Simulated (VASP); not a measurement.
# Si11Ge5 (P1) in VASP: single point with PBEsol

Aim: the single point of Si11Ge5 with PBEsol.

Everything below comes from runs of VASP 6.6.1. Logs are shortened: lines on timing, memory, paths and dates and some standing lists are left out, and cuts for length are marked.

## 1. The cell of the first run

The typed cell holds 128 atoms: a = 15.556 Å, b = 15.556 Å, c = 15.556 Å, α = 60.00°, β = 60.00°, γ = 60.00°.

## 2. Single point, PBEsol

The input, INCAR:

```
SYSTEM = Si11Ge5
PREC = Accurate
ENCUT = 550
EDIFF = 1E-6
ISMEAR = -1
SIGMA = 0.05
LREAL = Auto
LASPH = .True.
NELM = 120
ALGO = Normal
ISIF = 2
LWAVE = .False.
LCHARG = .False.
GGA = PS
NBANDS = 526
GGA_COMPAT = .False.
ISYM = -1
KPAR = 1
```

The input, KPOINTS:

```
explicit points
1
Reciprocal
  0.50000000   0.50000000   0.50000000 1
```

The input, POSCAR:

```
Si11Ge5
1.0
    0.0000000000     11.0000723918     11.0000723918
   11.0000723918      0.0000000000     11.0000723918
   11.0000723918     11.0000723918      0.0000000000
Ge Si
40 88
Direct
    0.0027770000      0.9999000000      0.9991530000
    0.9994880000      0.4982260000      0.0029930000
    0.0001840000      0.0013410000      0.4998000000
    0.2519240000      0.7479570000      0.2520660000
    0.7486070000      0.2491020000      0.7526140000
    0.7466210000      0.7515220000      0.7499320000
[... 120 lines left out ...]
    0.5599260000      0.3113920000      0.8143390000
    0.5593440000      0.8152160000      0.8109850000
```

Potentials or basis: VASP PAW PBE potentials, release 64 (Ge_d, Si).

Run with:

```bash
cat potpaw_PBE.64/Ge_d/POTCAR potpaw_PBE.64/Si/POTCAR > POTCAR
mpirun -np 4 vasp_std > vasp.out
```

OUTCAR:

```text
SYSTEM = Si11Ge5
   PREC = Accurate
   ENCUT = 550
   EDIFF = 1E-6
   ISMEAR = -1
   LREAL = Auto
   LASPH = .True.
   NELM = 120
   ISIF = 2
   GGA = PS
   ISYM = -1

 ion  position               nearest neighbor table
   1  0.003  1.000  0.999-  51 2.40  81 2.40 101 2.41  33 2.44
   2  0.999  0.498  0.003- 123 2.39  98 2.40  52 2.40  17 2.44
   3  0.000  0.001  0.500-  76 2.39 108 2.40 124 2.41  53 2.41
   4  0.252  0.748  0.252- 103 2.40  58 2.40  37 2.43  14 2.44
   5  0.749  0.249  0.753- 107 2.39  62 2.40 127 2.40  16 2.45
   6  0.747  0.752  0.750- 128 2.38  18 2.42   9 2.43  27 2.43
[... 120 lines left out ...]
 127  0.560  0.311  0.814-  89 2.35 118 2.36   5 2.40  13 2.40
 128  0.559  0.815  0.811- 120 2.35  71 2.36   6 2.38  19 2.38

IMPORTANT INFORMATION: All symmetrisations will be switched off!
NOSYMM: (Re-)initialisation of all symmetry stuff for point group C_1.

----------------------------------------------------------------------------------------

                                     Primitive cell

  volume of cell :    2662.0526

  direct lattice vectors                    reciprocal lattice vectors
     0.000000000 11.000072392 11.000072392    -0.045454246  0.045454246  0.045454246
    11.000072392  0.000000000 11.000072392     0.045454246 -0.045454246  0.045454246
    11.000072392 11.000072392  0.000000000     0.045454246  0.045454246 -0.045454246

  length of vectors
    15.556451564 15.556451564 15.556451564     0.078729064  0.078729064  0.078729064

  position of ions in fractional coordinates (direct lattice)
     0.002777000  0.999900000  0.999153000
     0.999488000  0.498226000  0.002993000
     0.000184000  0.001341000  0.499800000
     0.251924000  0.747957000  0.252066000
     0.748607000  0.249102000  0.752614000
     0.746621000  0.751522000  0.749932000
[... 120 lines left out ...]
     0.559926000  0.311392000  0.814339000
     0.559344000  0.815216000  0.810985000

  ion indices of the primitive-cell ions
   primitive index   ion index
                 1           1
                 2           2
                 3           3
                 4           4
                 5           5
                 6           6
[... 120 lines left out ...]
               127         127
               128         128

----------------------------------------------------------------------------------------

 KPOINTS: explicit points

Read explicit list of k-points.

 Found      1 k-points:
   k-points           NKPTS =      1   k-points in BZ     NKDIM =      1   number of bands    NBANDS=    528
   number of dos      NEDOS =    301   number of ions     NIONS =    128
   total plane-waves  NPLWV = ******
   dimension x,y,z NGX =   120 NGY =  120 NGZ =  120
   dimension x,y,z NGXF=   240 NGYF=  240 NGZF=  240
   ions per type =              40  88
   NGX,Y,Z   is equivalent  to a cutoff of  12.82, 12.82, 12.82 a.u.
   NGXF,Y,Z  is equivalent  to a cutoff of  25.65, 25.65, 25.65 a.u.
 SYSTEM =  Si11Ge5
   PREC   = accura    normal or accurate (medium, high low for compatibility)
   ISTART =      0    job   : 0-new  1-cont  2-samecut
   ICHARG =      2    charge: 1-file 2-atom 10-const
   ISPIN  =      1    spin polarized calculation?
   LNONCOLLINEAR =      F non collinear calculations
   LSORBIT =      F    spin-orbit coupling
   LASPH  =      T    aspherical Exc in radial PAW
   ENCUT  =  550.0 eV  40.42 Ry    6.36 a.u.  29.75 29.75 29.75*2*pi/ulx,y,z
   NELM   =    120;   NELMIN=  2; NELMDL= -5     # of ELM steps
   EDIFF  = 0.1E-05   stopping-criterion for ELM
   LREAL  =      T    real-space projection
   EDIFFG = 0.1E-04   stopping-criterion for IOM
   NSW    =      0    number of steps for IOM
   IBRION =     -1    ionic relax: 0-MD 1-quasi-New 2-CG
   NFREE  =      0    steps in history (QN), initial steepest desc. (CG)
   ISIF   =      2    stress and relaxation
   ISYM   =     -1    0-nonsym 1-usesym 2-fastsym
   POTIM  = 0.5000    time-step for ionic-motion
   TEBEG  =    0.0;   TEEND  =   0.0 temperature during run
   PSTRESS=    0.0 pullay stress
   NELECT =     912.0000    total number of electrons
   NUPDOWN=      -1.0000    fix difference up-down
   EMIN   =  10.00;   EMAX   =-10.00  energy-range for DOS
   EFERMI =   0.00;   METHOD = LEGACY
   ISMEAR =    -1;   SIGMA  =   0.05  broadening in eV -4-tet -1-fermi 0-gaus
   EFERMI_NEDOS =   21; number of points for ismear=-14 and -15
   IALGO  =     38    algorithm
   IMIX   =      4    mixing-type and parameters
     AMIX     =   0.40;   BMIX     =  1.00
     AMIX_MAG =   1.60;   BMIX_MAG =  1.00
  volume/ion in A,a.u.               =      20.80       140.35
  Fermi-wavevector in a.u.,A,eV,Ry     =   1.145515  2.164710 17.853638  1.312205
  Thomas-Fermi vector in A             =   2.282203
   LORBIT       =      0    0 simple, 1 ext, 2 COOP (PROOUT), +10 PAW based schemes
   GGA     = PS    functional components
   LHFCALC =     F    Hartree Fock is set to
   AEXX    =    0.0000 exact exchange contribution
   IVDW    =     0    specifies the selected vdW correction
   LEPSILON=     F    determine dielectric tensor
   LRPA    =     F    only Hartree local field effects (RPA)
 non-spin polarized calculation
  energy-cutoff  :      550.00
  volume of cell :     2662.05
 maximum number of plane-waves:     77964
 NGX is ok and might be reduce to   120
   NGX = 59   NGY = 59   NGZ = 59

 number of electron     912.0000080 magnetization

 Free energy of the ion-electron system (eV)
  ---------------------------------------------------
  ext. energy  EPLUGINS =         0.00000000
  ---------------------------------------------------
  free energy    TOTEN  =      -701.95934766 eV

  energy without entropy =     -701.95891481  energy(sigma->0) =     -701.95913123

 E-fermi :   5.6855     XC(G=0):  -9.7612

 val. band max:        5.2165406975   @ k =   0.5000   0.5000   0.5000
 cond. band min:       6.1228108536   @ k =   0.5000   0.5000   0.5000
 fundamental gap:      0.9062701561
 Fermi energy:         5.6855342832

 k-point     1 :       0.5000    0.5000    0.5000
  band No.  band energies     occupation
      1     -18.9396      2.00000
      2     -18.9353      2.00000
      3     -18.9296      2.00000
      4     -18.9247      2.00000
      5     -18.9159      2.00000
      6     -18.9153      2.00000
[... 460 lines left out ...]
    467       6.6935      0.00000
    468       6.7227      0.00000
 [bands above 468 left out]

------------------------ aborting loop because EDIFF is reached ----------------------------------------

  FORCE on cell =-STRESS in cart. coord.  units (eV):
  Direction    XX          YY          ZZ          XY          YZ          ZX
  --------------------------------------------------------------------------------------
  -------------------------------------------------------------------------------------
  Total        0.4300692      0.5068633      0.3457015    -18.6429457    -18.3711854    -18.4150703
  in kB        0.2588405      0.3050597      0.2080632    -11.2204039    -11.0568429    -11.0832553
  external PRESSURE =       0.2573211 kB  Pullay stress =       0.0000000 kB

 VOLUME and BASIS-vectors are now :
 -----------------------------------------------------------------------------
  energy-cutoff  :      550.00
  volume of cell :     2662.05
      direct lattice vectors                 reciprocal lattice vectors
     0.000000000 11.000072392 11.000072392    -0.045454246  0.045454246  0.045454246
    11.000072392  0.000000000 11.000072392     0.045454246 -0.045454246  0.045454246
    11.000072392 11.000072392  0.000000000     0.045454246  0.045454246 -0.045454246

 POSITION                                       TOTAL-FORCE (eV/Angst)
 -----------------------------------------------------------------------------------
     21.98973     11.02130     11.02952        -0.006463      0.001921     -0.006050
      5.51345     11.02736     16.47496         0.001203      0.008858      0.001490
      5.51259      5.49986      0.01678        -0.013151      0.001256      0.007947
     11.00033      5.54393     10.99876         0.005000     -0.008587      0.010008
     11.01895     16.51354     10.97487        -0.001003      0.000455      0.007278
     16.51610     16.46219     16.47968         0.003903     -0.000287      0.000834
[... 120 lines left out ...]
     12.38312     15.11701      9.58456         0.005050     -0.003338      0.009041
     17.88833     15.07372     15.12026        -0.007063      0.007731      0.006699
 -----------------------------------------------------------------------------------
    total drift:                               -0.002057      0.005165      0.006711

  FREE ENERGIE OF THE ION-ELECTRON SYSTEM (eV)
  ---------------------------------------------------
  free  energy   TOTEN  =      -701.9593476618 eV

  energy  without entropy=     -701.9589148079  energy(sigma->0) =     -701.95913123
```

It took 21 min on 4 MPI ranks of Intel Xeon Platinum 8375C at 2.90GHz (Ice Lake), shared host; peak memory 1.2 GiB.

What came out:

| Property | Result |
| --- | --- |
| Free energy | -701.9593 eV |
| Pressure | 0.0 GPa |
| Largest force | 0.030 eV/Å |
| Band gap on the k mesh | 0.91 eV |

Forces on the atoms (eV/Å):
```
Ge  -0.006  0.002 -0.006
Ge   0.001  0.009  0.001
Ge  -0.013  0.001  0.008
Ge   0.005 -0.009  0.010
Ge  -0.001  0.000  0.007
Ge   0.004  0.000  0.001
Ge  -0.001  0.002 -0.005
Ge  -0.008  0.005  0.003
Ge   0.000 -0.004 -0.006
Ge  -0.011 -0.010 -0.001
Ge  -0.006 -0.007 -0.001
Ge   0.001  0.004  0.012
Ge  -0.002 -0.003  0.002
Ge   0.009  0.008  0.003
Ge  -0.011 -0.002 -0.009
Ge   0.012  0.002 -0.005
Ge  -0.006 -0.010 -0.003
Ge   0.001  0.006  0.005
Ge   0.017  0.000  0.000
Ge  -0.005 -0.006  0.001
Ge  -0.008  0.003  0.006
Ge   0.002  0.002  0.004
Ge   0.007  0.003 -0.001
Ge   0.001 -0.007 -0.002
Ge   0.006 -0.003 -0.014
Ge  -0.009  0.007 -0.007
Ge  -0.003 -0.009 -0.003
Ge  -0.005  0.004  0.008
Ge  -0.010  0.002  0.008
Ge   0.001  0.008  0.002
Ge   0.010 -0.002 -0.002
Ge   0.009  0.003  0.000
Ge   0.002 -0.007 -0.006
Ge   0.013 -0.007 -0.006
Ge  -0.006 -0.004  0.003
Ge   0.000 -0.005 -0.005
Ge  -0.009  0.000  0.005
Ge   0.007 -0.003 -0.002
Ge   0.000  0.002  0.007
Ge   0.006 -0.004 -0.005
Si   0.008  0.010  0.013
Si  -0.011  0.007  0.009
Si   0.008 -0.001 -0.003
Si  -0.001 -0.003  0.002
Si  -0.008  0.009 -0.007
Si   0.014  0.003 -0.011
Si  -0.003  0.004 -0.001
Si  -0.002 -0.008  0.004
Si  -0.005  0.005  0.005
Si  -0.007 -0.005  0.007
Si   0.015  0.009 -0.024
Si  -0.008 -0.005 -0.011
Si   0.009 -0.005 -0.007
Si   0.000 -0.006  0.005
Si  -0.005 -0.001  0.000
Si   0.000  0.000 -0.004
Si   0.019 -0.013 -0.005
Si  -0.019  0.003 -0.002
Si   0.004 -0.007 -0.001
Si   0.017  0.003 -0.003
Si  -0.003 -0.004 -0.003
Si   0.001 -0.021 -0.006
Si  -0.001 -0.002  0.003
Si  -0.007  0.007  0.007
Si  -0.008  0.013  0.002
Si  -0.009  0.006 -0.001
Si  -0.002  0.005  0.001
Si  -0.012  0.008 -0.008
Si  -0.005  0.006  0.005
Si   0.015  0.004  0.010
Si   0.000  0.006  0.000
Si  -0.007  0.009  0.013
Si   0.004  0.007  0.002
Si   0.004 -0.007  0.007
Si   0.006  0.003 -0.006
Si   0.009  0.004 -0.015
Si   0.017 -0.009 -0.005
Si   0.001 -0.009 -0.002
Si   0.005 -0.005 -0.004
Si  -0.006 -0.006  0.005
Si   0.003  0.012 -0.001
Si   0.002 -0.003 -0.008
Si   0.006 -0.018 -0.011
Si  -0.002 -0.005 -0.007
Si   0.004  0.008 -0.003
Si  -0.024  0.000  0.003
Si  -0.013 -0.004  0.012
Si  -0.007 -0.001  0.006
Si  -0.008  0.007  0.008
Si  -0.007  0.008  0.018
Si  -0.010 -0.006  0.014
Si  -0.013 -0.010  0.004
Si  -0.001  0.006  0.000
Si   0.000  0.002  0.014
Si  -0.011  0.010  0.004
Si   0.001 -0.017 -0.006
Si   0.004  0.001 -0.004
Si   0.014 -0.017  0.001
Si   0.007  0.004  0.002
Si   0.004 -0.003 -0.009
Si   0.010 -0.009  0.004
Si   0.006 -0.003  0.005
Si  -0.004  0.001  0.001
Si  -0.014 -0.001 -0.013
Si   0.006 -0.005 -0.004
Si  -0.003 -0.006 -0.009
Si   0.014 -0.002 -0.008
Si   0.009  0.003  0.002
Si   0.007  0.014 -0.006
Si  -0.018  0.009 -0.004
Si  -0.002  0.007  0.012
Si  -0.013  0.003  0.002
Si  -0.001  0.003  0.005
Si  -0.014  0.006  0.002
Si   0.008  0.006  0.008
Si   0.002  0.006  0.005
Si   0.010 -0.007 -0.005
Si  -0.008  0.001  0.011
Si  -0.007  0.009 -0.003
Si   0.002 -0.005  0.002
Si   0.009 -0.001 -0.005
Si   0.012  0.010 -0.009
Si   0.008 -0.001 -0.004
Si   0.012 -0.004 -0.013
Si  -0.003  0.005 -0.002
Si   0.002 -0.010 -0.007
Si   0.005 -0.003  0.009
Si  -0.007  0.008  0.007
```

Caveat: the PAW data sets were made with another functional, which shifts forces and pressure a little; a shifted mesh leaves out Γ, where band edges can lie.
